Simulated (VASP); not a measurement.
# Sn2TeO3 (P4mm) in VASP: single point with PBE

Aim: the single point of Sn2TeO3 with PBE.

Program: VASP 6.6.1. These are calculated values, not measurements. Logs are shortened: lines on timing, memory, paths and dates and some standing lists are left out, and cuts for length are marked.

## 1. The cell of the first run

The structure is tetragonal, space group P4mm (No. 99). Conventional cell: a = 4.998 Å, b = 4.998 Å, c = 4.494 Å, α = 90.00°, β = 90.00°, γ = 90.00°. Sn (site symmetry 2mm) has 1 O at 1.74 Å within 2.3 Å. Within 1.9 Å of Te (site symmetry 4mm) lie 1 O at 1.43 Å. O (site symmetry 2mm) has 1 Sn at 1.74 Å within 2.3 Å. O (site symmetry 4mm) has 1 Te at 1.43 Å within 1.9 Å.

## 2. Single point, PBE

INCAR reads:

```
SYSTEM = Sn2TeO3
PREC = Accurate ; ENCUT = 520
EDIFF = 1E-6 ; ISMEAR = 0
SIGMA = 0.1 ; LREAL = .False.
LASPH = .True. ; NELM = 60
ALGO = Normal ; ISIF = 2
LWAVE = .False. ; LCHARG = .False.
GGA = PE ; NBANDS = 35
```

KPOINTS reads:

```
Automatic mesh
0
Gamma
  4 4 4
  0 0 0
```

POSCAR reads:

```
Sn2TeO3
1.0
    4.9984453800      0.0000000000      0.0000000000
    0.0000000000      4.9984453800      0.0000000000
    0.0000000000      0.0000000000      4.4942543000
Sn Te O
2 1 3
Direct
    0.5000000000      0.0000000000      0.5789229300
    0.0000000000      0.5000000000      0.5789229300
    0.5000000000      0.5000000000      0.3674087600
    0.5000000000      0.0000000000      0.9654470600
    0.0000000000      0.5000000000      0.9654470600
    0.5000000000      0.5000000000      0.0496341200
```

Potentials or basis: VASP PAW PBE potentials, release 64 (Sn_d, Te, O).

Command:

```bash
$ cat potpaw_PBE.64/Sn_d/POTCAR potpaw_PBE.64/Te/POTCAR potpaw_PBE.64/O/POTCAR > POTCAR
$ mpirun -np 1 vasp_std > vasp.out
```

OUTCAR:

```text
SYSTEM = Sn2TeO3
   PREC = Accurate
   ENCUT = 520
   EDIFF = 1E-6
   ISMEAR = 0
   LREAL = .False.
   LASPH = .True.
   NELM = 60
   ISIF = 2
   GGA = PE

 ion  position               nearest neighbor table
   1  0.500  0.000  0.579-   4 1.74   3 2.67   3 2.67   4 2.76   2 3.53   2 3.53   2 3.53   2 3.53

   2  0.000  0.500  0.579-   5 1.74   3 2.67   3 2.67   5 2.76   1 3.53   1 3.53   1 3.53   1 3.53

   3  0.500  0.500  0.367-   6 1.43   2 2.67   1 2.67   1 2.67   2 2.67
   4  0.500  0.000  0.965-   1 1.74   1 2.76
   5  0.000  0.500  0.965-   2 1.74   2 2.76
   6  0.500  0.500  0.050-   3 1.43

  LATTYP: Found a simple tetragonal cell.
 ALAT       =     4.9984453800
 C/A-ratio  =     0.8991304212

  Lattice vectors:

 A1 = (   4.9984453800,   0.0000000000,   0.0000000000)
 A2 = (   0.0000000000,   4.9984453800,   0.0000000000)
 A3 = (   0.0000000000,   0.0000000000,   4.4942543000)

Analysis of symmetry for initial positions (statically):
=====================================================================
 Subroutine PRICEL returns:
 Original cell was already a primitive cell.

 Routine SETGRP: Setting up the symmetry group for a
 simple tetragonal supercell.

 Subroutine GETGRP returns: Found  8 space group operations
 (whereof  8 operations were pure point group operations)
 out of a pool of 16 trial point group operations.

The static configuration has the point symmetry C_4v.

Analysis of symmetry for dynamics (positions and initial velocities):
=====================================================================
 Subroutine PRICEL returns:
 Original cell was already a primitive cell.

 Routine SETGRP: Setting up the symmetry group for a
 simple tetragonal supercell.

 Subroutine GETGRP returns: Found  8 space group operations
 (whereof  8 operations were pure point group operations)
 out of a pool of 16 trial point group operations.

The dynamic configuration has the point symmetry C_4v.

 Subroutine INISYM returns: Found  8 space group operations
 (whereof  8 operations are pure point group operations),
 and found     1 'primitive' translations

----------------------------------------------------------------------------------------

                                     Primitive cell

  volume of cell :     112.2865

  direct lattice vectors                    reciprocal lattice vectors
     4.998445380  0.000000000  0.000000000     0.200062204  0.000000000  0.000000000
     0.000000000  4.998445380  0.000000000     0.000000000  0.200062204  0.000000000
     0.000000000  0.000000000  4.494254300     0.000000000  0.000000000  0.222506323

  length of vectors
     4.998445380  4.998445380  4.494254300     0.200062204  0.200062204  0.222506323

  position of ions in fractional coordinates (direct lattice)
     0.500000000  0.000000000  0.578922930
     0.000000000  0.500000000  0.578922930
     0.500000000  0.500000000  0.367408760
     0.500000000  0.000000000  0.965447060
     0.000000000  0.500000000  0.965447060
     0.500000000  0.500000000  0.049634120

  ion indices of the primitive-cell ions
   primitive index   ion index
                 1           1
                 2           2
                 3           3
                 4           4
                 5           5
                 6           6

----------------------------------------------------------------------------------------

 KPOINTS: Automatic mesh

Automatic generation of k-mesh.
 Grid dimensions read from file:
 generate k-points for:    4    4    4

 Generating k-lattice:

  Cartesian coordinates                     Fractional coordinates (reciprocal lattice)
     0.050015551  0.000000000  0.000000000     0.250000000  0.000000000  0.000000000
     0.000000000  0.050015551  0.000000000     0.000000000  0.250000000  0.000000000
     0.000000000  0.000000000  0.055626581     0.000000000  0.000000000  0.250000000

  Length of vectors
     0.050015551  0.050015551  0.055626581

  Shift w.r.t. Gamma in fractional coordinates (k-lattice)
     0.000000000  0.000000000  0.000000000

 Subroutine IBZKPT returns following result:
 ===========================================

 Found     18 irreducible k-points:

 Following reciprocal coordinates:
            Coordinates               Weight
  0.000000  0.000000  0.000000      1.000000
  0.250000  0.000000  0.000000      4.000000
  0.500000  0.000000  0.000000      2.000000
  0.250000  0.250000  0.000000      4.000000
  0.500000  0.250000  0.000000      4.000000
  0.500000  0.500000  0.000000      1.000000
[... 10 lines left out ...]
  0.500000  0.250000  0.500000      4.000000
  0.500000  0.500000  0.500000      1.000000
   k-points           NKPTS =     18   k-points in BZ     NKDIM =     18   number of bands    NBANDS=     35
   number of dos      NEDOS =    301   number of ions     NIONS =      6
   total plane-waves  NPLWV =  57600
   dimension x,y,z NGX =    40 NGY =   40 NGZ =   36
   dimension x,y,z NGXF=    80 NGYF=   80 NGZF=   72
   ions per type =               2   1   3
   NGX,Y,Z   is equivalent  to a cutoff of  13.30, 13.30, 13.32 a.u.
   NGXF,Y,Z  is equivalent  to a cutoff of  26.61, 26.61, 26.63 a.u.
 SYSTEM =  Sn2TeO3
   PREC   = accura    normal or accurate (medium, high low for compatibility)
   ISTART =      0    job   : 0-new  1-cont  2-samecut
   ICHARG =      2    charge: 1-file 2-atom 10-const
   ISPIN  =      1    spin polarized calculation?
   LNONCOLLINEAR =      F non collinear calculations
   LSORBIT =      F    spin-orbit coupling
   LASPH  =      T    aspherical Exc in radial PAW
   ENCUT  =  520.0 eV  38.22 Ry    6.18 a.u.   9.29  9.29  8.36*2*pi/ulx,y,z
   NELM   =     60;   NELMIN=  2; NELMDL= -5     # of ELM steps
   EDIFF  = 0.1E-05   stopping-criterion for ELM
   LREAL  =      F    real-space projection
   EDIFFG = 0.1E-04   stopping-criterion for IOM
   NSW    =      0    number of steps for IOM
   IBRION =     -1    ionic relax: 0-MD 1-quasi-New 2-CG
   NFREE  =      0    steps in history (QN), initial steepest desc. (CG)
   ISIF   =      2    stress and relaxation
   ISYM   =      2    0-nonsym 1-usesym 2-fastsym
   POTIM  = 0.5000    time-step for ionic-motion
   TEBEG  =    0.0;   TEEND  =   0.0 temperature during run
   PSTRESS=    0.0 pullay stress
   NELECT =      52.0000    total number of electrons
   NUPDOWN=      -1.0000    fix difference up-down
   EMIN   =  10.00;   EMAX   =-10.00  energy-range for DOS
   EFERMI =   0.00;   METHOD = LEGACY
   ISMEAR =     0;   SIGMA  =   0.10  broadening in eV -4-tet -1-fermi 0-gaus
   EFERMI_NEDOS =   21; number of points for ismear=-14 and -15
   IALGO  =     38    algorithm
   IMIX   =      4    mixing-type and parameters
     AMIX     =   0.40;   BMIX     =  1.00
     AMIX_MAG =   1.60;   BMIX_MAG =  1.00
  volume/ion in A,a.u.               =      18.71       126.29
  Fermi-wavevector in a.u.,A,eV,Ry     =   1.266582  2.393494 21.826886  1.604231
  Thomas-Fermi vector in A             =   2.399775
   LORBIT       =      0    0 simple, 1 ext, 2 COOP (PROOUT), +10 PAW based schemes
   GGA     = PE    functional components
   LHFCALC =     F    Hartree Fock is set to
   AEXX    =    0.0000 exact exchange contribution
   IVDW    =     0    specifies the selected vdW correction
   LEPSILON=     F    determine dielectric tensor
   LRPA    =     F    only Hartree local field effects (RPA)
 non-spin polarized calculation
 Gauss-broadening in eV      SIGMA  =   0.10
  energy-cutoff  :      520.00
  volume of cell :      112.29
 maximum number of plane-waves:      3077
 NGX is ok and might be reduce to    40
   NGX = 19   NGY = 19   NGZ = 17

 number of electron      51.9999999 magnetization

 Free energy of the ion-electron system (eV)
  ---------------------------------------------------
  ext. energy  EPLUGINS =         0.00000000
  ---------------------------------------------------
  free energy    TOTEN  =       -17.13156929 eV

  energy without entropy =      -17.11245027  energy(sigma->0) =      -17.12200978

 E-fermi :   6.0643     XC(G=0):  -9.6386

 val. band max:        6.0165438136   @ k =   0.2500   0.0000   0.0000
 cond. band min:       6.0926156125   @ k =   0.2500   0.2500   0.2500
 fundamental gap:      0.0760717989
 Fermi energy:         6.0643029152

 k-point     1 :       0.0000    0.0000    0.0000
  band No.  band energies     occupation
      1     -16.6147      2.00000
      2     -16.4971      2.00000
      3     -16.4538      2.00000
      4     -15.7695      2.00000
      5     -15.6988      2.00000
      6     -15.6782      2.00000
[... 27 lines left out ...]
     34      11.7457      0.00000
     35      14.5238      0.00000

 k-point     2 :       0.2500    0.0000    0.0000
  band No.  band energies     occupation
      1     -16.5904      2.00000
      2     -16.5035      2.00000
      3     -16.4411      2.00000
      4     -15.7480      2.00000
      5     -15.7197      2.00000
      6     -15.6890      2.00000
[... 27 lines left out ...]
     34      13.1227      0.00000
     35      14.4051      0.00000

 k-point     3 :       0.5000    0.0000    0.0000
  band No.  band energies     occupation
      1     -16.5603      2.00000
      2     -16.5165      2.00000
      3     -16.4266      2.00000
      4     -15.7459      2.00000
      5     -15.6960      2.00000
      6     -15.6928      2.00000
[... 27 lines left out ...]
     34      14.6953      0.00000
     35      14.7986      0.00000
[... 495 lines left out ...]
 k-point    17 :       0.5000    0.2500    0.5000
  band No.  band energies     occupation
      1     -16.5223      2.00000
      2     -16.4236      2.00000
      3     -16.3411      2.00000
      4     -15.7449      2.00000
      5     -15.7388      2.00000
      6     -15.6935      2.00000
[... 27 lines left out ...]
     34      12.9692      0.00000
     35      14.1860      0.00000

 k-point    18 :       0.5000    0.5000    0.5000
  band No.  band energies     occupation
      1     -16.4467      2.00000
      2     -16.4241      2.00000
      3     -16.4241      2.00000
      4     -15.7457      2.00000
      5     -15.7457      2.00000
      6     -15.6927      2.00000
[... 27 lines left out ...]
     34      11.6112      0.00000
     35      12.2665      0.00000

------------------------ aborting loop because EDIFF is reached ----------------------------------------

  FORCE on cell =-STRESS in cart. coord.  units (eV):
  Direction    XX          YY          ZZ          XY          YZ          ZX
  --------------------------------------------------------------------------------------
  -------------------------------------------------------------------------------------
  Total       16.2951970     16.2951970     78.8522326      0.0000000      0.0000000      0.0000000
  in kB      232.5105450    232.5105450   1125.1153059      0.0000000      0.0000000      0.0000000
  external PRESSURE =     530.0454653 kB  Pullay stress =       0.0000000 kB

 VOLUME and BASIS-vectors are now :
 -----------------------------------------------------------------------------
  energy-cutoff  :      520.00
  volume of cell :      112.29
      direct lattice vectors                 reciprocal lattice vectors
     4.998445380  0.000000000  0.000000000     0.200062204  0.000000000  0.000000000
     0.000000000  4.998445380  0.000000000     0.000000000  0.200062204  0.000000000
     0.000000000  0.000000000  4.494254300     0.000000000  0.000000000  0.222506323

 POSITION                                       TOTAL-FORCE (eV/Angst)
 -----------------------------------------------------------------------------------
      2.49922      0.00000      2.60183        -0.000000      0.000000     -4.414343
      0.00000      2.49922      2.60183        -0.000000      0.000000     -4.414343
      2.49922      2.49922      1.65123        -0.000000     -0.000000     35.122922
      2.49922      0.00000      4.33896        -0.000000      0.000000      6.384561
      0.00000      2.49922      4.33896         0.000000      0.000000      6.384561
      2.49922      2.49922      0.22307        -0.000000     -0.000000    -39.063357
 -----------------------------------------------------------------------------------
    total drift:                               -0.000000      0.000000     -0.000990

  FREE ENERGIE OF THE ION-ELECTRON SYSTEM (eV)
  ---------------------------------------------------
  free  energy   TOTEN  =       -17.1315692884 eV

  energy  without entropy=      -17.1124502650  energy(sigma->0) =      -17.12200978
```

Wall time 61 s (1 thread of Intel Xeon Platinum 8488C (Sapphire Rapids), shared host); peak memory 0.26 GiB.

What came out:

- Free energy: -17.1316 eV
- Pressure: 53.0 GPa
- Largest force: 39.063 eV/Å
- Band gap on the k mesh: zero (band 26 reaches 6.10 eV, above the bottom of band 27 at 4.64 eV)

Forces on the atoms (eV/Å):
```
Sn    0.000   0.000  -4.414
Sn    0.000   0.000  -4.414
Te    0.000   0.000  35.123
O     0.000   0.000   6.385
O     0.000   0.000   6.385
O     0.000   0.000 -39.063
```

Caveat: spin-orbit coupling is left out, which moves the levels of the heavy elements; forces of over 1 eV/Å act on the atoms, so gaps and moduli don't describe the material at rest.
